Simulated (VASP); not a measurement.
# TaSi (P4/mmm) in VASP: single point with r2SCAN

Aim: the single point of TaSi with r2SCAN.

All numbers are computed with VASP 6.6.1; they aren't measurements. Logs are shortened: lines on timing, memory, paths and dates and some standing lists are left out, and cuts for length are marked.

## Step 1: The cell of the first run

Symmetry: P4/mmm, No. 123, tetragonal system. The conventional cell has a = 2.888 Å, b = 2.888 Å, c = 3.672 Å, α = 90.00°, β = 90.00°, γ = 90.00°. Ta (site symmetry 4/mmm) has 8 Si at 2.75 Å and 6 Ta at 2.89 to 3.67 Å within 3.7 Å. Si (site symmetry 4/mmm) has 8 Ta at 2.75 Å and 6 Si at 2.89 to 3.67 Å within 3.7 Å.

## Step 2: Single point, r2SCAN

POSCAR

```
TaSi
1.0
    2.8878535272      0.0000000000      0.0000000000
    0.0000000000      2.8878535272      0.0000000000
    0.0000000000      0.0000000000      3.6718150993
Ta Si
1 1
Direct
    0.5000000000      0.5000000000      0.5000000000
    0.0000000000      0.0000000000      0.0000000000
```

INCAR.step1

```
PREC = Accurate
ENCUT = 520
ISMEAR = 0
SIGMA = 0.1
LREAL = F
LASPH = T
NELM = 60
NBANDS = 14
GGA = PE
ALGO = Normal
EDIFF = 1E-4
LWAVE = T
LCHARG = F
```

INCAR.step2

```
PREC = Accurate
ENCUT = 520
EDIFF = 1E-6
ISMEAR = 0
SIGMA = 0.1
LREAL = F
LASPH = T
NELM = 60
ALGO = Normal
ISIF = 2
LWAVE = F
LCHARG = T
METAGGA = R2SCAN
LMIXTAU = T
LELF = T
LVHAR = T
NBANDS = 14
ISTART = 1
```

KPOINTS

```
regular mesh
0
Gamma
  14 14 12
```

Potentials or basis: VASP PAW PBE potentials, release 64 (Ta_pv, Si).

Command:

```
cat potpaw_PBE.64/Ta_pv/POTCAR potpaw_PBE.64/Si/POTCAR > POTCAR
cp INCAR.step1 INCAR
mpirun -np 1 vasp_std > vasp.out
cp INCAR.step2 INCAR
mpirun -np 1 vasp_std > vasp.out
```

OUTCAR:

```text
PREC = Accurate
   ENCUT = 520
   EDIFF = 1E-6
   ISMEAR = 0
   LREAL = F
   LASPH = T
   NELM = 60
   ISIF = 2
   METAGGA = R2SCAN
   ISTART = 1

 ion  position               nearest neighbor table
   1  0.500  0.500  0.500-   2 2.75   2 2.75   2 2.75   2 2.75   2 2.75   2 2.75   2 2.75   2 2.75

   2  0.000  0.000  0.000-   1 2.75   1 2.75   1 2.75   1 2.75   1 2.75   1 2.75   1 2.75   1 2.75

  LATTYP: Found a simple tetragonal cell.
 ALAT       =     2.8878535272
 C/A-ratio  =     1.2714686063

  Lattice vectors:

 A1 = (   2.8878535272,   0.0000000000,   0.0000000000)
 A2 = (   0.0000000000,   2.8878535272,   0.0000000000)
 A3 = (   0.0000000000,   0.0000000000,   3.6718150993)

Analysis of symmetry for initial positions (statically):
=====================================================================
 Subroutine PRICEL returns:
 Original cell was already a primitive cell.

 Routine SETGRP: Setting up the symmetry group for a
 simple tetragonal supercell.

 Subroutine GETGRP returns: Found 16 space group operations
 (whereof 16 operations were pure point group operations)
 out of a pool of 16 trial point group operations.

The static configuration has the point symmetry D_4h.

Analysis of symmetry for dynamics (positions and initial velocities):
=====================================================================
 Subroutine PRICEL returns:
 Original cell was already a primitive cell.

 Routine SETGRP: Setting up the symmetry group for a
 simple tetragonal supercell.

 Subroutine GETGRP returns: Found 16 space group operations
 (whereof 16 operations were pure point group operations)
 out of a pool of 16 trial point group operations.

The dynamic configuration has the point symmetry D_4h.

 Subroutine INISYM returns: Found 16 space group operations
 (whereof 16 operations are pure point group operations),
 and found     1 'primitive' translations

----------------------------------------------------------------------------------------

                                     Primitive cell

  volume of cell :      30.6218

  direct lattice vectors                    reciprocal lattice vectors
     2.887853527  0.000000000  0.000000000     0.346277950  0.000000000  0.000000000
     0.000000000  2.887853527  0.000000000     0.000000000  0.346277950  0.000000000
     0.000000000  0.000000000  3.671815099     0.000000000  0.000000000  0.272344868

  length of vectors
     2.887853527  2.887853527  3.671815099     0.346277950  0.346277950  0.272344868

  position of ions in fractional coordinates (direct lattice)
     0.500000000  0.500000000  0.500000000
     0.000000000  0.000000000  0.000000000

  ion indices of the primitive-cell ions
   primitive index   ion index
                 1           1
                 2           2

----------------------------------------------------------------------------------------

 KPOINTS: regular mesh

Automatic generation of k-mesh.
 Grid dimensions read from file:
 generate k-points for:   14   14   12

 Generating k-lattice:

  Cartesian coordinates                     Fractional coordinates (reciprocal lattice)
     0.024734139  0.000000000  0.000000000     0.071428571  0.000000000  0.000000000
     0.000000000  0.024734139  0.000000000     0.000000000  0.071428571  0.000000000
     0.000000000  0.000000000  0.022695406     0.000000000  0.000000000  0.083333333

  Length of vectors
     0.024734139  0.024734139  0.022695406

  Shift w.r.t. Gamma in fractional coordinates (k-lattice)
     0.000000000  0.000000000  0.000000000

 Subroutine IBZKPT returns following result:
 ===========================================

 Found    252 irreducible k-points:

 Following reciprocal coordinates:
            Coordinates               Weight
  0.000000  0.000000  0.000000      1.000000
  0.071429  0.000000  0.000000      4.000000
  0.142857  0.000000  0.000000      4.000000
  0.214286  0.000000  0.000000      4.000000
  0.285714  0.000000  0.000000      4.000000
  0.357143  0.000000  0.000000      4.000000
[... 16 lines left out ...]
  0.285714  0.214286  0.000000      8.000000
  0.357143  0.214286  0.000000      8.000000
 [... further k-points ...]
   k-points           NKPTS =    252   k-points in BZ     NKDIM =    252   number of bands    NBANDS=     14
   number of dos      NEDOS =    301   number of ions     NIONS =      2
   total plane-waves  NPLWV =  16128
   dimension x,y,z NGX =    24 NGY =   24 NGZ =   28
   dimension x,y,z NGXF=    48 NGYF=   48 NGZF=   56
   ions per type =               1   1
   NGX,Y,Z   is equivalent  to a cutoff of  13.82, 13.82, 12.68 a.u.
   NGXF,Y,Z  is equivalent  to a cutoff of  27.63, 27.63, 25.35 a.u.
 SYSTEM =  unknown system
   PREC   = accura    normal or accurate (medium, high low for compatibility)
   ISTART =      1    job   : 0-new  1-cont  2-samecut
   ICHARG =      0    charge: 1-file 2-atom 10-const
   ISPIN  =      1    spin polarized calculation?
   LNONCOLLINEAR =      F non collinear calculations
   LSORBIT =      F    spin-orbit coupling
   LASPH  =      T    aspherical Exc in radial PAW
   ENCUT  =  520.0 eV  38.22 Ry    6.18 a.u.   5.37  5.37  6.83*2*pi/ulx,y,z
   NELM   =     60;   NELMIN=  2; NELMDL=  0     # of ELM steps
   EDIFF  = 0.1E-05   stopping-criterion for ELM
   LREAL  =      F    real-space projection
   EDIFFG = 0.1E-04   stopping-criterion for IOM
   NSW    =      0    number of steps for IOM
   IBRION =     -1    ionic relax: 0-MD 1-quasi-New 2-CG
   NFREE  =      0    steps in history (QN), initial steepest desc. (CG)
   ISIF   =      2    stress and relaxation
   ISYM   =      2    0-nonsym 1-usesym 2-fastsym
   POTIM  = 0.5000    time-step for ionic-motion
   TEBEG  =    0.0;   TEEND  =   0.0 temperature during run
   PSTRESS=    0.0 pullay stress
   NELECT =      15.0000    total number of electrons
   NUPDOWN=      -1.0000    fix difference up-down
   EMIN   =  10.00;   EMAX   =-10.00  energy-range for DOS
   EFERMI =   0.00;   METHOD = LEGACY
   ISMEAR =     0;   SIGMA  =   0.10  broadening in eV -4-tet -1-fermi 0-gaus
   EFERMI_NEDOS =   21; number of points for ismear=-14 and -15
   IALGO  =     38    algorithm
   IMIX   =      4    mixing-type and parameters
     AMIX     =   0.40;   BMIX     =  1.00
     AMIX_MAG =   1.60;   BMIX_MAG =  1.00
  volume/ion in A,a.u.               =      15.31       103.32
  Fermi-wavevector in a.u.,A,eV,Ry     =   1.290510  2.438711 22.659379  1.665417
  Thomas-Fermi vector in A             =   2.422338
   LORBIT       =      0    0 simple, 1 ext, 2 COOP (PROOUT), +10 PAW based schemes
   METAGGA = R2SCAN    functional components
   LHFCALC =     F    Hartree Fock is set to
   AEXX    =    0.0000 exact exchange contribution
   IVDW    =     0    specifies the selected vdW correction
   LEPSILON=     F    determine dielectric tensor
   LRPA    =     F    only Hartree local field effects (RPA)
 non-spin polarized calculation
 Gauss-broadening in eV      SIGMA  =   0.10
  energy-cutoff  :      520.00
  volume of cell :       30.62
 maximum number of plane-waves:       842
 NGX is ok and might be reduce to    24
   NGX = 11   NGY = 11   NGZ = 13

 number of electron      14.9999998 magnetization

 Free energy of the ion-electron system (eV)
  ---------------------------------------------------
  ext. energy  EPLUGINS =         0.00000000
  ---------------------------------------------------
  free energy    TOTEN  =       -57.50856455 eV

  energy without entropy =      -57.50176526  energy(sigma->0) =      -57.50516490

 E-fermi :   8.7404     XC(G=0): -13.2497

 val. band max:        8.7384008798   @ k =   0.2857   0.2857   0.5000
 cond. band min:       8.7453862903   @ k =   0.2857   0.2857   0.5000
 fundamental gap:      0.0069854105
 Fermi energy:         8.7403748185

 k-point     1 :       0.0000    0.0000    0.0000
  band No.  band energies     occupation
      1     -27.2487      2.00000
      2     -26.7426      2.00000
      3     -26.7426      2.00000
      4      -4.6065      2.00000
      5       4.5014      2.00000
      6       5.2564      2.00000
      7       7.2196      2.00000
      8      11.0287      0.00000
      9      11.0287      0.00000
     10      12.8629      0.00000
     11      12.8629      0.00000
     12      13.2774      0.00000
     13      16.7785      0.00000
     14      17.5732      0.00000

 k-point     2 :       0.0714    0.0000    0.0000
  band No.  band energies     occupation
      1     -27.2439      2.00000
      2     -26.7857      2.00000
      3     -26.7390      2.00000
      4      -4.4902      2.00000
      5       4.6070      2.00000
      6       5.3033      2.00000
      7       7.0237      2.00000
      8      11.0697      0.00000
      9      11.1977      0.00000
     10      12.1871      0.00000
     11      12.2607      0.00000
     12      13.8353      0.00000
     13      16.9691      0.00000
     14      17.9783      0.00000

 k-point     3 :       0.1429    0.0000    0.0000
  band No.  band energies     occupation
      1     -27.2304      2.00000
      2     -26.9052      2.00000
      3     -26.7289      2.00000
      4      -4.1480      2.00000
      5       4.8870      2.00000
      6       5.3535      2.00000
      7       6.5398      2.00000
      8      11.0647      0.00000
      9      11.1874      0.00000
     10      11.4747      0.00000
     11      11.6291      0.00000
     12      14.5291      0.00000
     13      17.1484      0.00000
     14      18.2232      0.00000

 k-point     4 :       0.2143    0.0000    0.0000
  band No.  band energies     occupation
      1     -27.2109      2.00000
      2     -27.0741      2.00000
      3     -26.7143      2.00000
      4      -3.5972      2.00000
      5       5.0612      2.00000
      6       5.2860      2.00000
      7       5.9480      2.00000
      8      10.5054      0.00000
      9      10.7178      0.00000
     10      11.3654      0.00000
     11      12.2111      0.00000
     12      15.2432      0.00000
     13      17.1053      0.00000
     14      17.8375      0.00000

 k-point     5 :       0.2857    0.0000    0.0000
  band No.  band energies     occupation
      1     -27.2567      2.00000
      2     -27.1891      2.00000
      3     -26.6980      2.00000
      4      -2.8594      2.00000
      5       4.1991      2.00000
      6       5.3829      2.00000
      7       5.7031      2.00000
      8      10.0585      0.00000
      9      10.9073      0.00000
     10      11.5753      0.00000
     11      12.8827      0.00000
[... 276 lines left out ...]
 k-point    22 :       0.2143    0.2143    0.0000
  band No.  band energies     occupation
      1     -27.1741      2.00000
      2     -27.0523      2.00000
      3     -27.0245      2.00000
      4      -2.6633      2.00000
      5       5.3226      2.00000
      6       5.7466      2.00000
      7       5.9265      2.00000
      8       8.8281      0.21458
      9       9.1098      0.00000
     10      11.3687      0.00000
     11      12.2486      0.00000
     12      14.9789      0.00000
     13      17.8839      0.00000
     14      19.8079      0.00000

 k-point    23 :       0.2857    0.2143    0.0000
  band No.  band energies     occupation
      1     -27.2182      2.00000
      2     -27.1530      2.00000
      3     -27.0169      2.00000
      4      -1.9879      2.00000
      5       4.6448      2.00000
      6       5.7507      2.00000
      7       5.9349      2.00000
      8       8.8449      0.13937
      9       8.8606      0.08921
     10      11.4509      0.00000
     11      12.3209      0.00000
     12      15.5596      0.00000
     13      17.4829      0.00000
     14      18.8546      0.00000

 k-point    24 :       0.3571    0.2143    0.0000
  band No.  band energies     occupation
      1     -27.3748      2.00000
      2     -27.1338      2.00000
      3     -26.9990      2.00000
      4      -1.1741      2.00000
      5       3.5245      2.00000
      6       5.4992      2.00000
      7       6.2698      2.00000
      8       8.5537      1.99169
      9       8.8759      0.05522
     10      12.3752      0.00000
     11      12.8148      0.00000
     12      15.5854      0.00000
     13      16.7944      0.00000
     14      18.4899      0.00000

 [... further k-points ...]

------------------------ aborting loop because EDIFF is reached ----------------------------------------

  FORCE on cell =-STRESS in cart. coord.  units (eV):
  Direction    XX          YY          ZZ          XY          YZ          ZX
  --------------------------------------------------------------------------------------
  -------------------------------------------------------------------------------------
  Total        0.1001203      0.1001203      0.0891567      0.0000000      0.0000000      0.0000000
  in kB        5.2384344      5.2384344      4.6648070      0.0000000      0.0000000      0.0000000
  external PRESSURE =       5.0472253 kB  Pullay stress =       0.0000000 kB

 VOLUME and BASIS-vectors are now :
 -----------------------------------------------------------------------------
  energy-cutoff  :      520.00
  volume of cell :       30.62
      direct lattice vectors                 reciprocal lattice vectors
     2.887853527  0.000000000  0.000000000     0.346277950  0.000000000  0.000000000
     0.000000000  2.887853527  0.000000000     0.000000000  0.346277950  0.000000000
     0.000000000  0.000000000  3.671815099     0.000000000  0.000000000  0.272344868

 POSITION                                       TOTAL-FORCE (eV/Angst)
 -----------------------------------------------------------------------------------
      1.44393      1.44393      1.83591         0.000000      0.000000      0.000000
      0.00000      0.00000      0.00000         0.000000      0.000000      0.000000
 -----------------------------------------------------------------------------------
    total drift:                                0.000000     -0.000000     -0.000000

  FREE ENERGIE OF THE ION-ELECTRON SYSTEM (eV)
  ---------------------------------------------------
  free  energy   TOTEN  =       -57.5085645461 eV

  energy  without entropy=      -57.5017652579  energy(sigma->0) =      -57.50516490
```

Run time: 6.1 min. Hardware: 1 thread of Intel Xeon 8259CL, shared host; peak memory 0.24 GiB.

Results:

```
Free energy            : -57.5086 eV
Pressure               : 0.5 GPa
Band gap on the k mesh : zero (an odd number of electrons rules out a gap without spin polarisation)
```

Levels at points of the mesh, in eV from the Fermi level:
| k point | band 5 | band 6 | band 7 | band 8 | band 9 | band 10 |
| --- | --- | --- | --- | --- | --- | --- |
| (0.00, 0.00, 0.00) | -4.24 | -3.48 | -1.52 | 2.29 | 2.29 | 4.12 |
| (0.50, 0.00, 0.00) | -8.15 | -4.20 | -2.19 | 0.38 | 3.24 | 4.34 |
| (0.50, 0.50, 0.00) | -3.63 | -3.63 | -2.78 | -1.71 | -1.71 | 2.42 |
| (0.00, 0.00, 0.50) | -8.70 | -2.95 | 0.03 | 0.03 | 0.98 | 4.70 |
| (0.50, 0.00, 0.50) | -5.27 | -3.93 | -3.49 | 1.06 | 1.90 | 2.09 |
| (0.50, 0.50, 0.50) | -6.06 | -6.06 | -4.04 | 1.98 | 3.24 | 3.62 |

Caveat: the PAW data sets were made with another functional, which shifts forces and pressure a little; spin-orbit coupling is left out, which moves the levels of the heavy elements.
